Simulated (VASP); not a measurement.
# ZrB2 (P6/mmm) in VASP: phonons with PBE+D3(BJ)

Aim: the phonons of ZrB2 with PBE+D3(BJ).

Everything below comes from runs of VASP 6.6.1. Logs are shortened: lines on timing, memory, paths and dates and some standing lists are left out, and cuts for length are marked.

**1. The cell of the first run**

It takes space group P6/mmm (No. 191, hexagonal). Conventional cell: a = 3.170 Å, b = 3.170 Å, c = 3.533 Å, α = 90.00°, β = 90.00°, γ = 120.00°. Within 3.6 Å of Zr (site symmetry 6/mmm) lie 12 B at 2.54 Å and 8 Zr at 3.17 to 3.53 Å. B (site symmetry -6m2) has 3 B at 1.83 Å within 2.4 Å.

**2. Phonons, PBE+D3(BJ)**

Contents of INCAR:

```
SYSTEM = ZrB2
PREC     = Accurate       ! precision mode
ENCUT    = 520            ! plane-wave cutoff, eV
EDIFF    = 1E-8           ! SCF threshold, eV
ISMEAR   = -1             ! smearing method
SIGMA    = 0.1            ! smearing width, eV
LREAL    = .False.        ! projectors in reciprocal space
LASPH    = .True.         ! aspherical terms in the spheres
NELM     = 100            ! most SCF steps
ALGO     = Normal         ! electronic algorithm
ISIF     = 2              ! what is computed and relaxed
LWAVE    = .False.        ! write WAVECAR
LCHARG   = .False.        ! write CHGCAR
GGA      = PE             ! functional
IVDW     = 12             ! dispersion correction
NBANDS   = 16             ! bands
IBRION   = 6              ! ionic algorithm
NFREE    = 2            
POTIM    = 0.015          ! step
NSW      = 1              ! ionic steps
```

Contents of KPOINTS:

```
Automatic mesh
0
Gamma
  12 12 10
  0 0 0
```

Contents of POSCAR:

```
ZrB2
1.0
    3.1700000000      0.0000000000      0.0000000000
   -1.5850000000      2.7453010000      0.0000000000
    0.0000000000      0.0000000000      3.5330000000
Zr B
1 2
Direct
    0.0000000000      0.0000000000      0.0000000000
    0.3333333333      0.6666666667      0.5000000000
    0.6666666667      0.3333333333      0.5000000000
```

Potentials or basis: VASP PAW PBE potentials, release 64 (Zr_sv, B).

The run is started by

```console
$ cat potpaw_PBE.64/Zr_sv/POTCAR potpaw_PBE.64/B/POTCAR > POTCAR
$ mpirun -np 1 vasp_std > vasp.out
```

OUTCAR:

```text
SYSTEM = ZrB2
   PREC = Accurate
   ENCUT = 520
   EDIFF = 1E-8
   ISMEAR = -1
   LREAL = .False.
   LASPH = .True.
   NELM = 100
   ISIF = 2
   GGA = PE
   IVDW = 12
   IBRION = 6
   NFREE = 2
   POTIM = 0.015
   NSW = 1
 IVDW          = 12

 ion  position               nearest neighbor table
   1  0.000  0.000  0.000-   2 2.54   3 2.54   2 2.54   3 2.54   3 2.54   3 2.54   2 2.54   2 2.54
                             3 2.54   3 2.54   2 2.54   2 2.54
   2  0.333  0.667  0.500-   3 1.83   3 1.83   3 1.83   1 2.54   1 2.54   1 2.54   1 2.54   1 2.54
                             1 2.54
   3  0.667  0.333  0.500-   2 1.83   2 1.83   2 1.83   1 2.54   1 2.54   1 2.54   1 2.54   1 2.54
                             1 2.54

  LATTYP: Found a hexagonal cell.
 ALAT       =     3.1700000000
 C/A-ratio  =     1.1145110410

  Lattice vectors:

 A1 = (   3.1700000000,   0.0000000000,   0.0000000000)
 A2 = (  -1.5850000000,   2.7453010000,   0.0000000000)
 A3 = (   0.0000000000,   0.0000000000,   3.5330000000)

Analysis of symmetry for initial positions (statically):
=====================================================================
 Subroutine PRICEL returns:
 Original cell was already a primitive cell.

 Routine SETGRP: Setting up the symmetry group for a
 hexagonal supercell.

 Subroutine GETGRP returns: Found 24 space group operations
 (whereof 24 operations were pure point group operations)
 out of a pool of 24 trial point group operations.

The static configuration has the point symmetry D_6h.

Analysis of symmetry for dynamics (positions and initial velocities):
=====================================================================
 Subroutine PRICEL returns:
 Original cell was already a primitive cell.

 Routine SETGRP: Setting up the symmetry group for a
 hexagonal supercell.

 Subroutine GETGRP returns: Found 24 space group operations
 (whereof 24 operations were pure point group operations)
 out of a pool of 24 trial point group operations.

The dynamic configuration has the point symmetry D_6h.

 Subroutine INISYM returns: Found 24 space group operations
 (whereof 24 operations are pure point group operations),
 and found     1 'primitive' translations

----------------------------------------------------------------------------------------

                                     Primitive cell

  volume of cell :      30.7463

  direct lattice vectors                    reciprocal lattice vectors
     3.170000000  0.000000000  0.000000000     0.315457413  0.182129391  0.000000000
    -1.585000000  2.745301000  0.000000000     0.000000000  0.364258783  0.000000000
     0.000000000  0.000000000  3.533000000     0.000000000  0.000000000  0.283045570

  length of vectors
     3.170000000  3.170000407  3.533000000     0.364258829  0.364258783  0.283045570

  position of ions in fractional coordinates (direct lattice)
     0.000000000  0.000000000  0.000000000
     0.333333333  0.666666667  0.500000000
     0.666666667  0.333333333  0.500000000

  ion indices of the primitive-cell ions
   primitive index   ion index
                 1           1
                 2           2
                 3           3

----------------------------------------------------------------------------------------

 KPOINTS: Automatic mesh

Automatic generation of k-mesh.
 Grid dimensions read from file:
 generate k-points for:   12   12   10

 Generating k-lattice:

  Cartesian coordinates                     Fractional coordinates (reciprocal lattice)
     0.026288118  0.015177449  0.000000000     0.083333333  0.000000000  0.000000000
     0.000000000  0.030354899  0.000000000     0.000000000  0.083333333  0.000000000
     0.000000000  0.000000000  0.028304557     0.000000000  0.000000000  0.100000000

  Length of vectors
     0.030354902  0.030354899  0.028304557

  Shift w.r.t. Gamma in fractional coordinates (k-lattice)
     0.000000000  0.000000000  0.000000000

 Subroutine IBZKPT returns following result:
 ===========================================

 Found    114 irreducible k-points:

 Following reciprocal coordinates:
            Coordinates               Weight
  0.000000  0.000000  0.000000      1.000000
  0.083333  0.000000  0.000000      6.000000
  0.166667  0.000000  0.000000      6.000000
  0.250000  0.000000  0.000000      6.000000
  0.333333 -0.000000  0.000000      6.000000
  0.416667  0.000000  0.000000      6.000000
[... 16 lines left out ...]
  0.250000  0.000000  0.100000     12.000000
  0.333333 -0.000000  0.100000     12.000000
 [... further k-points ...]
   k-points           NKPTS =    114   k-points in BZ     NKDIM =    114   number of bands    NBANDS=     16
   number of dos      NEDOS =    301   number of ions     NIONS =      3
   total plane-waves  NPLWV =  16128
   dimension x,y,z NGX =    24 NGY =   24 NGZ =   28
   dimension x,y,z NGXF=    48 NGYF=   48 NGZF=   56
   ions per type =               1   2
   NGX,Y,Z   is equivalent  to a cutoff of  12.59, 12.59, 13.18 a.u.
   NGXF,Y,Z  is equivalent  to a cutoff of  25.17, 25.17, 26.35 a.u.
 SYSTEM =  ZrB2
   PREC   = accura    normal or accurate (medium, high low for compatibility)
   ISTART =      0    job   : 0-new  1-cont  2-samecut
   ICHARG =      2    charge: 1-file 2-atom 10-const
   ISPIN  =      1    spin polarized calculation?
   LNONCOLLINEAR =      F non collinear calculations
   LSORBIT =      F    spin-orbit coupling
   LASPH  =      T    aspherical Exc in radial PAW
   ENCUT  =  520.0 eV  38.22 Ry    6.18 a.u.   5.89  5.89  6.57*2*pi/ulx,y,z
   NELM   =    100;   NELMIN=  2; NELMDL= -5     # of ELM steps
   EDIFF  = 0.1E-07   stopping-criterion for ELM
   LREAL  =      F    real-space projection
   EDIFFG = 0.1E-06   stopping-criterion for IOM
   NSW    =     73    number of steps for IOM
   IBRION =      6    ionic relax: 0-MD 1-quasi-New 2-CG
   NFREE  =      2    steps in history (QN), initial steepest desc. (CG)
   ISIF   =      2    stress and relaxation
   ISYM   =      2    0-nonsym 1-usesym 2-fastsym
   POTIM  = 0.0150    time-step for ionic-motion
   TEBEG  =    0.0;   TEEND  =   0.0 temperature during run
   PSTRESS=    0.0 pullay stress
   NELECT =      18.0000    total number of electrons
   NUPDOWN=      -1.0000    fix difference up-down
   EMIN   =  10.00;   EMAX   =-10.00  energy-range for DOS
   EFERMI =   0.00;   METHOD = LEGACY
   ISMEAR =    -1;   SIGMA  =   0.10  broadening in eV -4-tet -1-fermi 0-gaus
   EFERMI_NEDOS =   21; number of points for ismear=-14 and -15
   IALGO  =     38    algorithm
   IMIX   =      4    mixing-type and parameters
     AMIX     =   0.40;   BMIX     =  1.00
     AMIX_MAG =   1.60;   BMIX_MAG =  1.00
  volume/ion in A,a.u.               =      10.25        69.16
  Fermi-wavevector in a.u.,A,eV,Ry     =   1.369519  2.588016 25.518844  1.875582
  Thomas-Fermi vector in A             =   2.495387
   LORBIT       =      0    0 simple, 1 ext, 2 COOP (PROOUT), +10 PAW based schemes
   GGA     = PE    functional components
   LHFCALC =     F    Hartree Fock is set to
   AEXX    =    0.0000 exact exchange contribution
   IVDW    =    12    specifies the selected vdW correction
   LEPSILON=     F    determine dielectric tensor
   LRPA    =     F    only Hartree local field effects (RPA)
 finite differences with symmetry
 non-spin polarized calculation
  energy-cutoff  :      520.00
  volume of cell :       30.75
 maximum number of plane-waves:       844
 NGX is ok and might be reduce to    24
   NGX = 11   NGY = 11   NGZ = 13

--------------------------------------- Ionic step        1  -------------------------------------------

 number of electron      18.0000000 magnetization

 Free energy of the ion-electron system (eV)
  ---------------------------------------------------
  ext. energy  EPLUGINS =         0.00000000
  ---------------------------------------------------
  free energy    TOTEN  =       -24.98402719 eV

  energy without entropy =      -24.97514201  energy(sigma->0) =      -24.97958460

------------------------ aborting loop because EDIFF is reached ----------------------------------------

 Edisp (eV)   -1.16986

 E8    (eV) :    -0.5165
[... 319 lines left out ...]
--------------------------------------- Ionic step        9  -------------------------------------------

 number of electron      18.0000000 magnetization

 Free energy of the ion-electron system (eV)
  ---------------------------------------------------
  ext. energy  EPLUGINS =         0.00000000
  ---------------------------------------------------
  free energy    TOTEN  =       -24.98294586 eV

  energy without entropy =      -24.97407748  energy(sigma->0) =      -24.97851167

 E-fermi :  10.5718     XC(G=0): -12.4432

 val. band max:       10.4799663285   @ k =   0.1667   0.1667   0.2000
 cond. band min:      10.6033908756   @ k =  -0.0000   0.0833   0.3000
 fundamental gap:      0.1234245471
 Fermi energy:        10.5718153558

 k-point     1 :       0.0000    0.0000    0.0000
  band No.  band energies     occupation
      1     -38.1067      2.00000
      2     -16.2930      2.00000
      3     -15.7405      2.00000
      4     -15.7405      2.00000
      5      -2.2031      2.00000
      6       7.8957      2.00000
[... 433 lines left out ...]
      3     -16.1934      2.00000
      4     -15.8981      2.00000
      5      -0.1628      2.00000
      6       4.0701      2.00000
[... 8 lines left out ...]
     15      18.2427      0.00000
     16      21.0159      0.00000

 [... further k-points ...]

------------------------ aborting loop because EDIFF is reached ----------------------------------------

 Edisp (eV)   -1.16986

 E8    (eV) :    -0.5165
[... 26 lines left out ...]
  FREE ENERGIE OF THE ION-ELECTRON SYSTEM (eV)
  ---------------------------------------------------
  free  energy   TOTEN  =       -26.1528108265 eV

  energy  without entropy=      -26.1439424410  energy(sigma->0) =      -26.14837663

 INTERNAL STRAIN TENSORS FROM DISPLACED ATOMS
 ============================================

 INTERNAL STRAIN TENSOR FOR ION    1 for displacements in x,y,z  (eV/Angst):
          X           Y           Z          XY          YZ          ZX
  --------------------------------------------------------------------------------
  x     0.00000     0.00000     0.00000     0.00000     0.00000     0.00000
  y     0.00000     0.00000     0.00000     0.00000     0.00000     0.00000
  z     0.00000     0.00000     0.00000     0.00000     0.00000     0.00000

 INTERNAL STRAIN TENSOR FOR ION    3 for displacements in x,y,z  (eV/Angst):
          X           Y           Z          XY          YZ          ZX
  --------------------------------------------------------------------------------
  x     0.00000     0.00000     0.00000    -2.09452     0.00000     0.00000
  y    -2.09452     2.09452     0.00000     0.00000     0.00000     0.00000
  z     0.00000     0.00000     0.00000     0.00000     0.00000     0.00000

 Eigenvectors and eigenvalues of the dynamical matrix
 ----------------------------------------------------

   1 f  =   22.967690 THz   144.310250 2PiTHz  766.119660 cm-1    94.986689 meV
             X         Y         Z           dx          dy          dz
      0.000000  0.000000  0.000000    -0.000000   -0.000000    0.000000
     -0.000000  1.830201  1.766500     0.000000   -0.707107    0.000000
      1.585000  0.915100  1.766500    -0.000000    0.707107    0.000000
[... 25 lines left out ...]
   6 f  =   13.517617 THz    84.933691 2PiTHz  450.899159 cm-1    55.904346 meV
             X         Y         Z           dx          dy          dz
      0.000000  0.000000  0.000000     0.437810    0.000000    0.000000
     -0.000000  1.830201  1.766500    -0.635737   -0.000000   -0.000000
      1.585000  0.915100  1.766500    -0.635737   -0.000000   -0.000000

   7 f/i=    0.001229 THz     0.007720 2PiTHz    0.040982 cm-1     0.005081 meV
             X         Y         Z           dx          dy          dz
      0.000000  0.000000  0.000000     0.877660    0.195024    0.000000
     -0.000000  1.830201  1.766500     0.302207    0.067153    0.000000
      1.585000  0.915100  1.766500     0.302207    0.067153    0.000000

   8 f/i=    0.001229 THz     0.007720 2PiTHz    0.040982 cm-1     0.005081 meV
             X         Y         Z           dx          dy          dz
      0.000000  0.000000  0.000000    -0.195024    0.877660    0.000000
     -0.000000  1.830201  1.766500    -0.067153    0.302207    0.000000
      1.585000  0.915100  1.766500    -0.067153    0.302207    0.000000

   9 f/i=    0.002045 THz     0.012849 2PiTHz    0.068215 cm-1     0.008458 meV
             X         Y         Z           dx          dy          dz
      0.000000  0.000000  0.000000     0.000000    0.000000   -0.899044
     -0.000000  1.830201  1.766500     0.000000    0.000000   -0.309613
      1.585000  0.915100  1.766500     0.000000    0.000000   -0.309613

 ELASTIC MODULI CONTR FROM IONIC RELAXATION (kBar)
 Direction    XX          YY          ZZ          XY          YZ          ZX
 --------------------------------------------------------------------------------
 XX         -19.5938     19.5938      0.0000      0.0000      0.0000      0.0000
 YY          19.5938    -19.5938      0.0000     -0.0000      0.0000      0.0000
 ZZ           0.0000      0.0000      0.0000      0.0000      0.0000      0.0000
 XY           0.0000     -0.0000      0.0000    -19.5938      0.0000      0.0000
 YZ           0.0000      0.0000      0.0000      0.0000      0.0000      0.0000
 ZX           0.0000      0.0000      0.0000      0.0000      0.0000      0.0000
 --------------------------------------------------------------------------------
```

It took 12 min on 1 thread of Intel Xeon 8259CL, shared host; peak memory 0.45 GiB.

What came out:

| Quantity | Value |
| --- | --- |
| Highest phonon frequency at Γ | 766 cm⁻¹ |
| Dispersion energy per atom | -0.390 eV |

Phonon frequencies in cm⁻¹ (negative: imaginary):
```csv
q point,frequencies
"(0.000, 0.000, 0.000)",0 0 0 451 451 472 550 766 766
```

Caveat: the cell stands under pressure or tension, which shifts response properties.
